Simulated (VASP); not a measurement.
# Au (Fd-3m) in VASP: further runs

Au is run at these levels: r2SCAN; tasks: single point.

Everything below comes from runs of VASP 6.6.1. Logs are shortened: lines on timing, memory, paths and dates and some standing lists are left out, and cuts for length are marked.

### 1 The cell of the first run

It takes space group Fd-3m (No. 227, cubic). Conventional cell: a = 5.991 Å, b = 5.991 Å, c = 5.991 Å, α = 90.00°, β = 90.00°, γ = 90.00°. Within 3.4 Å of Au (site symmetry -43m) lie 4 Au at 2.59 Å.

This isn't the form of Au at room conditions, which is fcc.

### 2 Single point, r2SCAN (26.88 Å³/atom)

The input, POSCAR:

```
Au
1.0
    0.0000000000      2.9953688434      2.9953688434
    2.9953688434      0.0000000000      2.9953688434
    2.9953688434      2.9953688434      0.0000000000
Au
2
Direct
    0.1250000000      0.1250000000      0.1250000000
    0.8750000000      0.8750000000      0.8750000000
```

The input, INCAR.step1:

```
SYSTEM = Au
ALGO = Normal
EDIFF = 1E-4
ENCUT = 520
GGA = PE
ISMEAR = -1
LASPH = .TRUE.
LCHARG = .FALSE.
LREAL = .FALSE.
LWAVE = .TRUE.
NBANDS = 18
NELM = 80
PREC = Accurate
SIGMA = 0.1
```

The input, INCAR.step2:

```
SYSTEM = Au
ALGO = Normal
EDIFF = 1E-6
ENCUT = 520
ISIF = 2
ISMEAR = -1
ISTART = 1
LASPH = .TRUE.
LCHARG = .TRUE.
LELF = .TRUE.
LMIXTAU = .TRUE.
LREAL = .FALSE.
LVHAR = .TRUE.
LWAVE = .FALSE.
METAGGA = R2SCAN
NBANDS = 18
NELM = 80
PREC = Accurate
SIGMA = 0.1
```

The input, KPOINTS:

```
k-points
0
G
  10 10 10
  0 0 0
```

Potentials or basis: VASP PAW PBE potentials, release 64 (Au).

Started as:

```console
cat potpaw_PBE.64/Au/POTCAR > POTCAR
cp INCAR.step1 INCAR
mpirun -np 1 vasp_std > vasp.out
cp INCAR.step2 INCAR
mpirun -np 1 vasp_std > vasp.out
```

OUTCAR:

```text
SYSTEM = Au
   EDIFF = 1E-6
   ENCUT = 520
   ISIF = 2
   ISMEAR = -1
   ISTART = 1
   LASPH = .TRUE.
   LREAL = .FALSE.
   METAGGA = R2SCAN
   NELM = 80
   PREC = Accurate

 ion  position               nearest neighbor table
   1  0.125  0.125  0.125-   2 2.59   2 2.59   2 2.59   2 2.59
   2  0.875  0.875  0.875-   1 2.59   1 2.59   1 2.59   1 2.59

  LATTYP: Found a face centered cubic cell.
 ALAT       =     5.9907376868

  Lattice vectors:

 A1 = (   0.0000000000,   2.9953688434,   2.9953688434)
 A2 = (   2.9953688434,   0.0000000000,   2.9953688434)
 A3 = (   2.9953688434,   2.9953688434,   0.0000000000)

Analysis of symmetry for initial positions (statically):
=====================================================================
 Subroutine PRICEL returns:
 Original cell was already a primitive cell.

 Routine SETGRP: Setting up the symmetry group for a
 face centered cubic supercell.

 Subroutine GETGRP returns: Found 48 space group operations
 (whereof 12 operations were pure point group operations)
 out of a pool of 48 trial point group operations.

The static configuration has the point symmetry D_3d.
 The point group associated with its full space group is O_h .

Analysis of symmetry for dynamics (positions and initial velocities):
=====================================================================
 Subroutine PRICEL returns:
 Original cell was already a primitive cell.

 Routine SETGRP: Setting up the symmetry group for a
 face centered cubic supercell.

 Subroutine GETGRP returns: Found 48 space group operations
 (whereof 12 operations were pure point group operations)
 out of a pool of 48 trial point group operations.

The dynamic configuration has the point symmetry D_3d.
 The point group associated with its full space group is O_h .

 Subroutine INISYM returns: Found 48 space group operations
 (whereof 12 operations are pure point group operations),
 and found     1 'primitive' translations

----------------------------------------------------------------------------------------

                                     Primitive cell

  volume of cell :      53.7503

  direct lattice vectors                    reciprocal lattice vectors
     0.000000000  2.995368843  2.995368843    -0.166924351  0.166924351  0.166924351
     2.995368843  0.000000000  2.995368843     0.166924351 -0.166924351  0.166924351
     2.995368843  2.995368843  0.000000000     0.166924351  0.166924351 -0.166924351

  length of vectors
     4.236091243  4.236091243  4.236091243     0.289121457  0.289121457  0.289121457
[... 74 lines left out ...]
   ICHARG =      0    charge: 1-file 2-atom 10-const
   ISPIN  =      1    spin polarized calculation?
   LNONCOLLINEAR =      F non collinear calculations
   LSORBIT =      F    spin-orbit coupling
   LASPH  =      T    aspherical Exc in radial PAW
   ENCUT  =  520.0 eV  38.22 Ry    6.18 a.u.   7.88  7.88  7.88*2*pi/ulx,y,z
   NELM   =     80;   NELMIN=  2; NELMDL=  0     # of ELM steps
   EDIFF  = 0.1E-05   stopping-criterion for ELM
   LREAL  =      F    real-space projection
   EDIFFG = 0.1E-04   stopping-criterion for IOM
   NSW    =      0    number of steps for IOM
   IBRION =     -1    ionic relax: 0-MD 1-quasi-New 2-CG
   NFREE  =      0    steps in history (QN), initial steepest desc. (CG)
   ISIF   =      2    stress and relaxation
   ISYM   =      2    0-nonsym 1-usesym 2-fastsym
   POTIM  = 0.5000    time-step for ionic-motion
   TEBEG  =    0.0;   TEEND  =   0.0 temperature during run
   PSTRESS=    0.0 pullay stress
   NELECT =      22.0000    total number of electrons
   NUPDOWN=      -1.0000    fix difference up-down
   EMIN   =  10.00;   EMAX   =-10.00  energy-range for DOS
   EFERMI =   0.00;   METHOD = LEGACY
   ISMEAR =    -1;   SIGMA  =   0.10  broadening in eV -4-tet -1-fermi 0-gaus
   EFERMI_NEDOS =   21; number of points for ismear=-14 and -15
   IALGO  =     38    algorithm
   IMIX   =      4    mixing-type and parameters
     AMIX     =   0.40;   BMIX     =  1.00
     AMIX_MAG =   1.60;   BMIX_MAG =  1.00
  volume/ion in A,a.u.               =      26.88       181.36
  Fermi-wavevector in a.u.,A,eV,Ry     =   1.215501  2.296964 20.101837  1.477443
  Thomas-Fermi vector in A             =   2.350886
   LORBIT       =      0    0 simple, 1 ext, 2 COOP (PROOUT), +10 PAW based schemes
   METAGGA = R2SCAN    functional components
   LHFCALC =     F    Hartree Fock is set to
   AEXX    =    0.0000 exact exchange contribution
   IVDW    =     0    specifies the selected vdW correction
   LEPSILON=     F    determine dielectric tensor
   LRPA    =     F    only Hartree local field effects (RPA)
 non-spin polarized calculation
  energy-cutoff  :      520.00
  volume of cell :       53.75
 maximum number of plane-waves:      1460
   NGX = 15   NGY = 15   NGZ = 15

 number of electron      22.0000001 magnetization

 Free energy of the ion-electron system (eV)
  ---------------------------------------------------
  ext. energy  EPLUGINS =         0.00000000
  ---------------------------------------------------
  free energy    TOTEN  =       -99.59316376 eV

  energy without entropy =      -99.57262261  energy(sigma->0) =      -99.58289319

 E-fermi :   3.4339     XC(G=0): -10.4065

 val. band max:        3.3607905335   @ k =   0.5000   0.1000   0.0000
 cond. band min:       3.6289110574   @ k =  -0.4000   0.2000   0.0000
 fundamental gap:      0.2681205239
 Fermi energy:         3.4338675516

 k-point     1 :       0.0000    0.0000    0.0000
  band No.  band energies     occupation
      1      -3.1656      2.00000
      2      -1.2568      2.00000
      3      -1.2568      2.00000
      4      -1.2198      2.00000
      5      -1.2198      2.00000
      6      -1.2198      2.00000
[... 481 lines left out ...]
      5      -0.4559      2.00000
      6      -0.4010      2.00000
[... 10 lines left out ...]
     17      18.9520      0.00000
     18      19.6236      0.00000

 [... further k-points ...]
[... 5 lines left out ...]
  --------------------------------------------------------------------------------------
  -------------------------------------------------------------------------------------
  Total        1.0610864      1.0610864      1.0610864      0.0000000      0.0000000      0.0000000
  in kB       31.6286319     31.6286319     31.6286319      0.0000000      0.0000000      0.0000000
  external PRESSURE =      31.6286319 kB  Pullay stress =       0.0000000 kB

 VOLUME and BASIS-vectors are now :
 -----------------------------------------------------------------------------
  energy-cutoff  :      520.00
  volume of cell :       53.75
      direct lattice vectors                 reciprocal lattice vectors
     0.000000000  2.995368843  2.995368843    -0.166924351  0.166924351  0.166924351
     2.995368843  0.000000000  2.995368843     0.166924351 -0.166924351  0.166924351
     2.995368843  2.995368843  0.000000000     0.166924351  0.166924351 -0.166924351

 POSITION                                       TOTAL-FORCE (eV/Angst)
 -----------------------------------------------------------------------------------
      0.74884      0.74884      0.74884        -0.000000     -0.000000     -0.000000
      5.24190      5.24190      5.24190         0.000000      0.000000      0.000000
 -----------------------------------------------------------------------------------
    total drift:                                0.000000      0.000000     -0.000000

  FREE ENERGIE OF THE ION-ELECTRON SYSTEM (eV)
  ---------------------------------------------------
  free  energy   TOTEN  =       -99.5931637603 eV

  energy  without entropy=      -99.5726226142  energy(sigma->0) =      -99.58289319
```

OUTCAR.step1:

```text
SYSTEM = Au
   EDIFF = 1E-4
   ENCUT = 520
   GGA = PE
   ISMEAR = -1
   LASPH = .TRUE.
   LREAL = .FALSE.
[... 725 lines left out ...]
      0.74884      0.74884      0.74884        -0.000000      0.000000     -0.000000
      5.24190      5.24190      5.24190         0.000000     -0.000000      0.000000
 -----------------------------------------------------------------------------------
    total drift:                                0.000000      0.000000     -0.000000

  FREE ENERGIE OF THE ION-ELECTRON SYSTEM (eV)
  ---------------------------------------------------
  free  energy   TOTEN  =        -4.9556024620 eV

  energy  without entropy=       -4.9321334302  energy(sigma->0) =       -4.94386795
```

OSZICAR.step1:

```text
N       E                     dE             d eps       ncg     rms          rms(c)
DAV:   1     0.111757307421E+03    0.11176E+03   -0.10818E+04  1700   0.111E+03
DAV:   2    -0.323019195939E+01   -0.11499E+03   -0.10956E+03  1848   0.230E+02
DAV:   3    -0.537261721750E+01   -0.21424E+01   -0.21289E+01  2024   0.313E+01
DAV:   4    -0.538617740287E+01   -0.13560E-01   -0.13558E-01  1886   0.261E+00
DAV:   5    -0.538638331424E+01   -0.20591E-03   -0.20591E-03  1958   0.342E-01    0.102E+01
DAV:   6    -0.497632222337E+01    0.41006E+00   -0.12398E+00  1850   0.842E+00    0.723E+00
DAV:   7    -0.496005195453E+01    0.16270E-01   -0.25827E-02  1886   0.117E+00    0.371E+00
DAV:   8    -0.495557314174E+01    0.44788E-02   -0.20506E-03  1786   0.313E-01    0.680E-02
DAV:   9    -0.495560246204E+01   -0.29320E-04   -0.34794E-05  1090   0.437E-02
   1 F= -.49556025E+01 E0= -.49438679E+01  d E =-.234690E-01
```

Wall time 3.7 min (1 thread of AMD EPYC, shared host); peak memory 0.17 GiB.

Results:

- Free energy: -99.5932 eV
- Pressure: 3.2 GPa
- Band gap on the k mesh: zero (bands 11 and 12 overlap by 0.70 eV)

Levels at points of the mesh, in eV from the Fermi level:
| k point | band 7 | band 8 | band 9 | band 10 | band 11 | band 12 | band 13 | band 14 | band 15 | band 16 |
| --- | --- | --- | --- | --- | --- | --- | --- | --- | --- | --- |
| (0.00, 0.00, 0.00) | -2.58 | -2.58 | -2.58 | -1.44 | -1.44 | 9.46 | 10.29 | 10.45 | 10.45 | 10.45 |
| (0.50, 0.00, 0.00) | -2.32 | -2.32 | -1.58 | -1.58 | -1.03 | -0.39 | 7.31 | 7.31 | 9.66 | 10.08 |
| (0.50, 0.50, 0.00) | -3.14 | -3.14 | -1.38 | -1.38 | 0.30 | 0.30 | 3.92 | 3.92 | 8.49 | 8.49 |

Caveat: the cell stands under pressure; the PAW data sets were made with another functional, which shifts forces and pressure a little; spin-orbit coupling is left out, which moves the levels of the heavy elements.

### 3 Single point, r2SCAN

This run uses another cell than the first one, of 27.99 Å³/atom.

The input, POSCAR:

```
Au
1.0
    0.0000000000      3.0364063928      3.0364063928
    3.0364063928      0.0000000000      3.0364063928
    3.0364063928      3.0364063928      0.0000000000
Au
2
Direct
    0.1250000000      0.1250000000      0.1250000000
    0.8750000000      0.8750000000      0.8750000000
```

The input, INCAR.step1:

```
PREC = Accurate ; ENCUT = 520
ISMEAR = -1 ; SIGMA = 0.1
LREAL = F ; LASPH = T
NELM = 80 ; NBANDS = 18
GGA = PE ; ALGO = Normal
EDIFF = 1E-4 ; LWAVE = T
LCHARG = F
```

The input, INCAR.step2:

```
PREC = Accurate ; ENCUT = 520
EDIFF = 1E-6 ; ISMEAR = -1
SIGMA = 0.1 ; LREAL = F
LASPH = T ; NELM = 80
ALGO = Normal ; ISIF = 2
LWAVE = F ; LCHARG = T
METAGGA = R2SCAN ; LMIXTAU = T
LELF = T ; LVHAR = T
NBANDS = 18 ; ISTART = 1
```

The input, KPOINTS:

```
Automatic mesh
0
Gamma
  10 10 10
```

Potentials or basis: VASP PAW PBE potentials, release 64 (Au).

Started as:

```console
cat potpaw_PBE.64/Au/POTCAR > POTCAR
cp INCAR.step1 INCAR
mpirun -np 1 vasp_std > vasp.out
cp INCAR.step2 INCAR
mpirun -np 1 vasp_std > vasp.out
```

OUTCAR:

```text
PREC = Accurate
   ENCUT = 520
   EDIFF = 1E-6
   ISMEAR = -1
   LREAL = F
   LASPH = T
   NELM = 80
   ISIF = 2
   METAGGA = R2SCAN
   ISTART = 1

 ion  position               nearest neighbor table
   1  0.125  0.125  0.125-   2 2.63   2 2.63   2 2.63   2 2.63
   2  0.875  0.875  0.875-   1 2.63   1 2.63   1 2.63   1 2.63

  LATTYP: Found a face centered cubic cell.
 ALAT       =     6.0728127856

  Lattice vectors:

 A1 = (   0.0000000000,   3.0364063928,   3.0364063928)
 A2 = (   3.0364063928,   0.0000000000,   3.0364063928)
 A3 = (   3.0364063928,   3.0364063928,   0.0000000000)

Analysis of symmetry for initial positions (statically):
=====================================================================
 Subroutine PRICEL returns:
 Original cell was already a primitive cell.

 Routine SETGRP: Setting up the symmetry group for a
 face centered cubic supercell.

 Subroutine GETGRP returns: Found 48 space group operations
 (whereof 12 operations were pure point group operations)
 out of a pool of 48 trial point group operations.

The static configuration has the point symmetry D_3d.
 The point group associated with its full space group is O_h .

Analysis of symmetry for dynamics (positions and initial velocities):
=====================================================================
 Subroutine PRICEL returns:
 Original cell was already a primitive cell.

 Routine SETGRP: Setting up the symmetry group for a
 face centered cubic supercell.

 Subroutine GETGRP returns: Found 48 space group operations
 (whereof 12 operations were pure point group operations)
 out of a pool of 48 trial point group operations.

The dynamic configuration has the point symmetry D_3d.
 The point group associated with its full space group is O_h .

 Subroutine INISYM returns: Found 48 space group operations
 (whereof 12 operations are pure point group operations),
 and found     1 'primitive' translations

[... 103 lines left out ...]
   TEBEG  =    0.0;   TEEND  =   0.0 temperature during run
   PSTRESS=    0.0 pullay stress
   NELECT =      22.0000    total number of electrons
   NUPDOWN=      -1.0000    fix difference up-down
   EMIN   =  10.00;   EMAX   =-10.00  energy-range for DOS
   EFERMI =   0.00;   METHOD = LEGACY
   ISMEAR =    -1;   SIGMA  =   0.10  broadening in eV -4-tet -1-fermi 0-gaus
   EFERMI_NEDOS =   21; number of points for ismear=-14 and -15
   IALGO  =     38    algorithm
   IMIX   =      4    mixing-type and parameters
     AMIX     =   0.40;   BMIX     =  1.00
     AMIX_MAG =   1.60;   BMIX_MAG =  1.00
  volume/ion in A,a.u.               =      27.99       188.92
  Fermi-wavevector in a.u.,A,eV,Ry     =   1.199074  2.265920 19.562149  1.437777
  Thomas-Fermi vector in A             =   2.334946
   LORBIT       =      0    0 simple, 1 ext, 2 COOP (PROOUT), +10 PAW based schemes
   METAGGA = R2SCAN    functional components
   LHFCALC =     F    Hartree Fock is set to
   AEXX    =    0.0000 exact exchange contribution
   IVDW    =     0    specifies the selected vdW correction
   LEPSILON=     F    determine dielectric tensor
   LRPA    =     F    only Hartree local field effects (RPA)
 non-spin polarized calculation
  energy-cutoff  :      520.00
  volume of cell :       55.99
 maximum number of plane-waves:      1524
   NGX = 15   NGY = 15   NGZ = 15

 number of electron      22.0000004 magnetization

 Free energy of the ion-electron system (eV)
  ---------------------------------------------------
  ext. energy  EPLUGINS =         0.00000000
  ---------------------------------------------------
  free energy    TOTEN  =       -99.61618757 eV

  energy without entropy =      -99.59570694  energy(sigma->0) =      -99.60594726

 E-fermi :   3.0209     XC(G=0): -10.1758

 val. band max:        2.9581498669   @ k =   0.5000   0.1000   0.0000
 cond. band min:       3.1891668489   @ k =  -0.4000   0.4000   0.0000
 fundamental gap:      0.2310169820
 Fermi energy:         3.0209210966

 k-point     1 :       0.0000    0.0000    0.0000
  band No.  band energies     occupation
      1      -3.2985      2.00000
      2      -1.4482      2.00000
      3      -1.4482      2.00000
      4      -1.4275      2.00000
      5      -1.4275      2.00000
      6      -1.4275      2.00000
[... 481 lines left out ...]
      5      -0.6969      2.00000
      6      -0.6286      2.00000
[... 10 lines left out ...]
     17      18.1788      0.00000
     18      18.9005      0.00000

 [... further k-points ...]
[... 5 lines left out ...]
  --------------------------------------------------------------------------------------
  -------------------------------------------------------------------------------------
  Total        0.0526215      0.0526215      0.0526215     -0.0000000     -0.0000000     -0.0000000
  in kB        1.5057879      1.5057879      1.5057879     -0.0000000     -0.0000000     -0.0000000
  external PRESSURE =       1.5057879 kB  Pullay stress =       0.0000000 kB

 VOLUME and BASIS-vectors are now :
 -----------------------------------------------------------------------------
  energy-cutoff  :      520.00
  volume of cell :       55.99
      direct lattice vectors                 reciprocal lattice vectors
     0.000000000  3.036406393  3.036406393    -0.164668340  0.164668340  0.164668340
     3.036406393  0.000000000  3.036406393     0.164668340 -0.164668340  0.164668340
     3.036406393  3.036406393  0.000000000     0.164668340  0.164668340 -0.164668340

 POSITION                                       TOTAL-FORCE (eV/Angst)
 -----------------------------------------------------------------------------------
      0.75910      0.75910      0.75910         0.000000     -0.000000      0.000000
      5.31371      5.31371      5.31371        -0.000000      0.000000     -0.000000
 -----------------------------------------------------------------------------------
    total drift:                                0.000000      0.000000     -0.000000

  FREE ENERGIE OF THE ION-ELECTRON SYSTEM (eV)
  ---------------------------------------------------
  free  energy   TOTEN  =       -99.6161875748 eV

  energy  without entropy=      -99.5957069425  energy(sigma->0) =      -99.60594726
```

OUTCAR.step1:

```text
PREC = Accurate
   ENCUT = 520
   ISMEAR = -1
   LREAL = F
   LASPH = T
   NELM = 80
[... 724 lines left out ...]
 -----------------------------------------------------------------------------------
      0.75910      0.75910      0.75910        -0.000000      0.000000     -0.000000
      5.31371      5.31371      5.31371         0.000000     -0.000000      0.000000
 -----------------------------------------------------------------------------------
    total drift:                                0.000000      0.000000     -0.000000

  FREE ENERGIE OF THE ION-ELECTRON SYSTEM (eV)
  ---------------------------------------------------
  free  energy   TOTEN  =        -5.0121773338 eV

  energy  without entropy=       -4.9890154353  energy(sigma->0) =       -5.00059638
```

Run time: 3.7 min. Hardware: 1 thread of AMD EPYC, shared host; peak memory 0.17 GiB.

Results:

| Quantity | Value |
| --- | --- |
| Free energy | -99.6162 eV |
| Pressure | 0.2 GPa |
| Band gap on the k mesh | zero (bands 11 and 12 overlap by 0.70 eV) |

Levels at points of the mesh, in eV from the Fermi level:
```tsv
k point	band 8	band 9	band 10	band 11	band 12	band 13	band 14	band 15
(0.00, 0.00, 0.00)	-2.49	-2.49	-1.44	-1.44	9.12	10.13	10.15	10.15
(0.50, 0.00, 0.00)	-2.26	-1.56	-1.56	-0.88	-0.42	7.16	7.16	9.28
(0.50, 0.50, 0.00)	-3.02	-1.38	-1.38	0.27	0.27	3.94	3.94	8.30
```

Caveat: the PAW data sets were made with another functional, which shifts forces and pressure a little; spin-orbit coupling is left out, which moves the levels of the heavy elements.

(Continued in part 2 of 2.)
